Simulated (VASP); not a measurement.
# AlRu (Pm-3m) in VASP: notebook

AlRu is run at these levels: PBEsol; tasks: single point.

All numbers are computed with VASP 6.6.1; they aren't measurements. Logs are shortened: lines on timing, memory, paths and dates and some standing lists are left out, and cuts for length are marked.

### 1 The cell of the first run

It takes space group Pm-3m (No. 221, cubic). Conventional cell: a = 3.021 Å, b = 3.021 Å, c = 3.021 Å, α = 90.00°, β = 90.00°, γ = 90.00°. Al (site symmetry m-3m) has 8 Ru at 2.62 Å and 6 Al at 3.02 Å within 3.5 Å. Within 3.5 Å of Ru (site symmetry m-3m) lie 8 Al at 2.62 Å and 6 Ru at 3.02 Å.

### 2 Single point, PBEsol (equal strain along all axes, cell held: +1.5 %)

INCAR reads:

```
SYSTEM = AlRu
PREC = Accurate ; ENCUT = 520
EDIFF = 1E-6 ; ISMEAR = 0
SIGMA = 0.1 ; LREAL = .False.
LASPH = .True. ; NELM = 100
ALGO = Fast ; ISIF = 2
LWAVE = .False. ; LCHARG = .False.
GGA = PS ; NBANDS = 16
```

KPOINTS reads:

```
Automatic mesh
0
Gamma
  18 18 18
  0 0 0
```

POSCAR reads:

```
AlRu
1.0
    3.0209591712      0.0000000000      0.0000000000
    0.0000000000      3.0209591712      0.0000000000
    0.0000000000      0.0000000000      3.0209591712
Al Ru
1 1
Direct
    0.0000000000      0.0000000000      0.0000000000
    0.5000000000      0.5000000000      0.5000000000
```

Potentials or basis: VASP PAW PBE potentials, release 64 (Al, Ru_pv).

Command:

```
> cat potpaw_PBE.64/Al/POTCAR potpaw_PBE.64/Ru_pv/POTCAR > POTCAR
> mpirun -np 1 vasp_std > vasp.out
```

OUTCAR:

```text
SYSTEM = AlRu
   PREC = Accurate
   ENCUT = 520
   EDIFF = 1E-6
   ISMEAR = 0
   LREAL = .False.
   LASPH = .True.
   NELM = 100
   ISIF = 2
   GGA = PS

 ion  position               nearest neighbor table
   1  0.000  0.000  0.000-   2 2.62   2 2.62   2 2.62   2 2.62   2 2.62   2 2.62   2 2.62   2 2.62

   2  0.500  0.500  0.500-   1 2.62   1 2.62   1 2.62   1 2.62   1 2.62   1 2.62   1 2.62   1 2.62

  LATTYP: Found a simple cubic cell.
 ALAT       =     3.0209591712

  Lattice vectors:

 A1 = (   3.0209591712,   0.0000000000,   0.0000000000)
 A2 = (   0.0000000000,   3.0209591712,   0.0000000000)
 A3 = (   0.0000000000,   0.0000000000,   3.0209591712)

Analysis of symmetry for initial positions (statically):
=====================================================================
 Subroutine PRICEL returns:
 Original cell was already a primitive cell.

 Routine SETGRP: Setting up the symmetry group for a
 simple cubic supercell.

 Subroutine GETGRP returns: Found 48 space group operations
 (whereof 48 operations were pure point group operations)
 out of a pool of 48 trial point group operations.

The static configuration has the point symmetry O_h .

Analysis of symmetry for dynamics (positions and initial velocities):
=====================================================================
 Subroutine PRICEL returns:
 Original cell was already a primitive cell.

 Routine SETGRP: Setting up the symmetry group for a
 simple cubic supercell.

 Subroutine GETGRP returns: Found 48 space group operations
 (whereof 48 operations were pure point group operations)
 out of a pool of 48 trial point group operations.

The dynamic configuration has the point symmetry O_h .

 Subroutine INISYM returns: Found 48 space group operations
 (whereof 48 operations are pure point group operations),
 and found     1 'primitive' translations

----------------------------------------------------------------------------------------

                                     Primitive cell

  volume of cell :      27.5699

  direct lattice vectors                    reciprocal lattice vectors
     3.020959171  0.000000000  0.000000000     0.331020694  0.000000000  0.000000000
     0.000000000  3.020959171  0.000000000     0.000000000  0.331020694  0.000000000
     0.000000000  0.000000000  3.020959171     0.000000000  0.000000000  0.331020694

  length of vectors
     3.020959171  3.020959171  3.020959171     0.331020694  0.331020694  0.331020694

  position of ions in fractional coordinates (direct lattice)
     0.000000000  0.000000000  0.000000000
     0.500000000  0.500000000  0.500000000

  ion indices of the primitive-cell ions
   primitive index   ion index
                 1           1
                 2           2

----------------------------------------------------------------------------------------

 KPOINTS: Automatic mesh

Automatic generation of k-mesh.
 Grid dimensions read from file:
 generate k-points for:   18   18   18

 Generating k-lattice:

  Cartesian coordinates                     Fractional coordinates (reciprocal lattice)
     0.018390039  0.000000000  0.000000000     0.055555556  0.000000000  0.000000000
     0.000000000  0.018390039  0.000000000     0.000000000  0.055555556  0.000000000
     0.000000000  0.000000000  0.018390039     0.000000000  0.000000000  0.055555556

  Length of vectors
     0.018390039  0.018390039  0.018390039

  Shift w.r.t. Gamma in fractional coordinates (k-lattice)
     0.000000000  0.000000000  0.000000000

 Subroutine IBZKPT returns following result:
 ===========================================

 Found    220 irreducible k-points:

 Following reciprocal coordinates:
            Coordinates               Weight
  0.000000  0.000000  0.000000      1.000000
  0.055556  0.000000  0.000000      6.000000
  0.111111  0.000000  0.000000      6.000000
  0.166667  0.000000  0.000000      6.000000
  0.222222  0.000000  0.000000      6.000000
  0.277778  0.000000  0.000000      6.000000
[... 16 lines left out ...]
  0.277778  0.111111  0.000000     24.000000
  0.333333  0.111111  0.000000     24.000000
 [... further k-points ...]
   k-points           NKPTS =    220   k-points in BZ     NKDIM =    220   number of bands    NBANDS=     16
   number of dos      NEDOS =    301   number of ions     NIONS =      2
   total plane-waves  NPLWV =  13824
   dimension x,y,z NGX =    24 NGY =   24 NGZ =   24
   dimension x,y,z NGXF=    48 NGYF=   48 NGZF=   48
   ions per type =               1   1
   NGX,Y,Z   is equivalent  to a cutoff of  13.21, 13.21, 13.21 a.u.
   NGXF,Y,Z  is equivalent  to a cutoff of  26.41, 26.41, 26.41 a.u.
 SYSTEM =  AlRu
   PREC   = accura    normal or accurate (medium, high low for compatibility)
   ISTART =      0    job   : 0-new  1-cont  2-samecut
   ICHARG =      2    charge: 1-file 2-atom 10-const
   ISPIN  =      1    spin polarized calculation?
   LNONCOLLINEAR =      F non collinear calculations
   LSORBIT =      F    spin-orbit coupling
   LASPH  =      T    aspherical Exc in radial PAW
   ENCUT  =  520.0 eV  38.22 Ry    6.18 a.u.   5.62  5.62  5.62*2*pi/ulx,y,z
   NELM   =    100;   NELMIN=  2; NELMDL= -5     # of ELM steps
   EDIFF  = 0.1E-05   stopping-criterion for ELM
   LREAL  =      F    real-space projection
   EDIFFG = 0.1E-04   stopping-criterion for IOM
   NSW    =      0    number of steps for IOM
   IBRION =     -1    ionic relax: 0-MD 1-quasi-New 2-CG
   NFREE  =      0    steps in history (QN), initial steepest desc. (CG)
   ISIF   =      2    stress and relaxation
   ISYM   =      2    0-nonsym 1-usesym 2-fastsym
   POTIM  = 0.5000    time-step for ionic-motion
   TEBEG  =    0.0;   TEEND  =   0.0 temperature during run
   PSTRESS=    0.0 pullay stress
   NELECT =      17.0000    total number of electrons
   NUPDOWN=      -1.0000    fix difference up-down
   EMIN   =  10.00;   EMAX   =-10.00  energy-range for DOS
   EFERMI =   0.00;   METHOD = LEGACY
   ISMEAR =     0;   SIGMA  =   0.10  broadening in eV -4-tet -1-fermi 0-gaus
   EFERMI_NEDOS =   21; number of points for ismear=-14 and -15
   IALGO  =     68    algorithm
   IMIX   =      4    mixing-type and parameters
     AMIX     =   0.40;   BMIX     =  1.00
     AMIX_MAG =   1.60;   BMIX_MAG =  1.00
  volume/ion in A,a.u.               =      13.78        93.03
  Fermi-wavevector in a.u.,A,eV,Ry     =   1.393412  2.633167 26.417039  1.941598
  Thomas-Fermi vector in A             =   2.517061
   LORBIT       =      0    0 simple, 1 ext, 2 COOP (PROOUT), +10 PAW based schemes
   GGA     = PS    functional components
   LHFCALC =     F    Hartree Fock is set to
   AEXX    =    0.0000 exact exchange contribution
   IVDW    =     0    specifies the selected vdW correction
   LEPSILON=     F    determine dielectric tensor
   LRPA    =     F    only Hartree local field effects (RPA)
 non-spin polarized calculation
 RMM-DIIS sequential band-by-band and
 Gauss-broadening in eV      SIGMA  =   0.10
  energy-cutoff  :      520.00
  volume of cell :       27.57
 maximum number of plane-waves:       768
 NGX is ok and might be reduce to    24
   NGX = 11   NGY = 11   NGZ = 11

 number of electron      16.9999999 magnetization

 Free energy of the ion-electron system (eV)
  ---------------------------------------------------
  ext. energy  EPLUGINS =         0.00000000
  ---------------------------------------------------
  free energy    TOTEN  =       -15.49089702 eV

  energy without entropy =      -15.48325195  energy(sigma->0) =      -15.48707448

 E-fermi :  10.1859     XC(G=0): -12.5372

 val. band max:       10.1826711244   @ k =   0.3889   0.3333   0.2222
 cond. band min:      10.1920994833   @ k =   0.3889   0.3889   0.2222
 fundamental gap:      0.0094283590
 Fermi energy:        10.1859386248

 k-point     1 :       0.0000    0.0000    0.0000
  band No.  band energies     occupation
      1     -31.5188      2.00000
      2     -31.5188      2.00000
      3     -31.5188      2.00000
      4       0.6775      2.00000
      5       6.7533      2.00000
      6       6.7533      2.00000
[... 8 lines left out ...]
     15      22.1861      0.00000
     16      24.7160      0.00000

 k-point     2 :       0.0556    0.0000    0.0000
  band No.  band energies     occupation
      1     -31.5245      2.00000
      2     -31.5183      2.00000
      3     -31.5183      2.00000
      4       0.7355      2.00000
      5       6.7731      2.00000
      6       6.7734      2.00000
[... 8 lines left out ...]
     15      22.1865      0.00000
     16      24.9018      0.00000

 k-point     3 :       0.1111    0.0000    0.0000
  band No.  band energies     occupation
      1     -31.5410      2.00000
      2     -31.5169      2.00000
      3     -31.5169      2.00000
      4       0.9080      2.00000
      5       6.8226      2.00000
      6       6.8322      2.00000
[... 8 lines left out ...]
     15      22.1887      0.00000
     16      25.4896      0.00000

 k-point     4 :       0.1667    0.0000    0.0000
  band No.  band energies     occupation
      1     -31.5663      2.00000
      2     -31.5148      2.00000
      3     -31.5148      2.00000
      4       1.1905      2.00000
      5       6.8706      2.00000
      6       6.9248      2.00000
[... 8 lines left out ...]
     15      22.2553      0.00000
     16      26.4949      0.00000
[... 324 lines left out ...]
 k-point    22 :       0.2222    0.1111    0.0000
  band No.  band energies     occupation
      1     -31.5949      2.00000
      2     -31.5340      2.00000
      3     -31.5103      2.00000
      4       1.7879      2.00000
      5       6.9501      2.00000
      6       7.1280      2.00000
[... 8 lines left out ...]
     15      23.3018      0.00000
     16      25.9143      0.00000

 k-point    23 :       0.2778    0.1111    0.0000
  band No.  band energies     occupation
      1     -31.6275      2.00000
      2     -31.5311      2.00000
      3     -31.5075      2.00000
      4       2.2546      2.00000
      5       6.8086      2.00000
      6       7.2617      2.00000
[... 8 lines left out ...]
     15      23.7432      0.00000
     16      24.8707      0.00000

 k-point    24 :       0.3333    0.1111    0.0000
  band No.  band energies     occupation
      1     -31.6579      2.00000
      2     -31.5284      2.00000
      3     -31.5049      2.00000
      4       2.7987      2.00000
      5       6.4808      2.00000
      6       7.3984      2.00000
[... 8 lines left out ...]
     15      24.2039      0.00000
     16      24.7400      0.00000

 [... further k-points ...]

------------------------ aborting loop because EDIFF is reached ----------------------------------------

  FORCE on cell =-STRESS in cart. coord.  units (eV):
  Direction    XX          YY          ZZ          XY          YZ          ZX
  --------------------------------------------------------------------------------------
  -------------------------------------------------------------------------------------
  Total       -1.5409494     -1.5409494     -1.5409494      0.0000000      0.0000000     -0.0000000
  in kB      -89.5497554    -89.5497554    -89.5497554      0.0000000      0.0000000     -0.0000000
  external PRESSURE =     -89.5497554 kB  Pullay stress =       0.0000000 kB

 VOLUME and BASIS-vectors are now :
 -----------------------------------------------------------------------------
  energy-cutoff  :      520.00
  volume of cell :       27.57
      direct lattice vectors                 reciprocal lattice vectors
     3.020959171  0.000000000  0.000000000     0.331020694  0.000000000  0.000000000
     0.000000000  3.020959171  0.000000000     0.000000000  0.331020694  0.000000000
     0.000000000  0.000000000  3.020959171     0.000000000  0.000000000  0.331020694

 POSITION                                       TOTAL-FORCE (eV/Angst)
 -----------------------------------------------------------------------------------
      0.00000      0.00000      0.00000         0.000000      0.000000      0.000000
      1.51048      1.51048      1.51048         0.000000      0.000000      0.000000
 -----------------------------------------------------------------------------------
    total drift:                                0.000000     -0.000000     -0.000000

  FREE ENERGIE OF THE ION-ELECTRON SYSTEM (eV)
  ---------------------------------------------------
  free  energy   TOTEN  =       -15.4908970166 eV

  energy  without entropy=      -15.4832519534  energy(sigma->0) =      -15.48707448
```

Run time: 1.9 min. Hardware: 1 thread of AMD EPYC 7R43 (Zen 3), shared host; peak memory 0.18 GiB.

Results:

```yaml
Free_energy: -15.4909 eV
Pressure: -9.0 GPa
Band_gap_on_the_k_mesh: zero (an odd number of electrons rules out a gap without spin polarisation)
```

Caveat: the cell differs from its parent crystal (equal strain along all axes, cell held: +1.5 %); the cell stands under tension; the PAW data sets were made with another functional, which shifts forces and pressure a little.

### 3 Single point, PBEsol (equal strain along all axes, cell held: +3.0 %)

INCAR reads:

```
PREC = Accurate ; ENCUT = 520
EDIFF = 1E-6 ; ISMEAR = 0
SIGMA = 0.1 ; LREAL = False
LASPH = True ; NELM = 100
ALGO = Normal ; ISIF = 2
LWAVE = False ; LCHARG = True
GGA = PS ; LELF = True
LVHAR = True ; NBANDS = 16
```

KPOINTS reads:

```
Automatic mesh
0
Gamma
  18 18 18
```

POSCAR reads:

```
AlRu
1.0
    3.0656038881      0.0000000000      0.0000000000
    0.0000000000      3.0656038881      0.0000000000
    0.0000000000      0.0000000000      3.0656038881
Al Ru
1 1
Direct
    0.0000000000      0.0000000000      0.0000000000
    0.5000000000      0.5000000000      0.5000000000
```

Potentials or basis: VASP PAW PBE potentials, release 64 (Al, Ru_pv).

Command:

```
> cat potpaw_PBE.64/Al/POTCAR potpaw_PBE.64/Ru_pv/POTCAR > POTCAR
> mpirun -np 1 vasp_std > vasp.out
```

Wall time 87 s (1 thread of AMD EPYC 7R43 (Zen 3), shared host); peak memory 0.18 GiB.

Results (log left out):

* Free energy: -15.3936 eV
* Pressure: -16.1 GPa
* Band gap on the k mesh: zero (an odd number of electrons rules out a gap without spin polarisation)

Levels at points of the mesh, in eV from the Fermi level:
| k point | band 7 | band 8 | band 9 | band 10 | band 11 | band 12 |
| --- | --- | --- | --- | --- | --- | --- |
| (0.00, 0.00, 0.00) | 0.17 | 0.17 | 0.17 | 5.73 | 5.73 | 5.73 |
| (0.50, 0.00, 0.00) | -1.45 | -1.45 | 0.39 | 2.03 | 7.48 | 10.62 |
| (0.50, 0.50, 0.00) | -1.30 | -1.03 | -1.03 | 1.36 | 4.81 | 5.56 |
| (0.50, 0.50, 0.50) | 1.44 | 1.44 | 2.17 | 3.94 | 3.94 | 3.94 |

Caveat: the cell differs from its parent crystal (equal strain along all axes, cell held: +3.0 %); the cell stands under tension; the PAW data sets were made with another functional, which shifts forces and pressure a little.

(Part 1 of 2 ends here.)
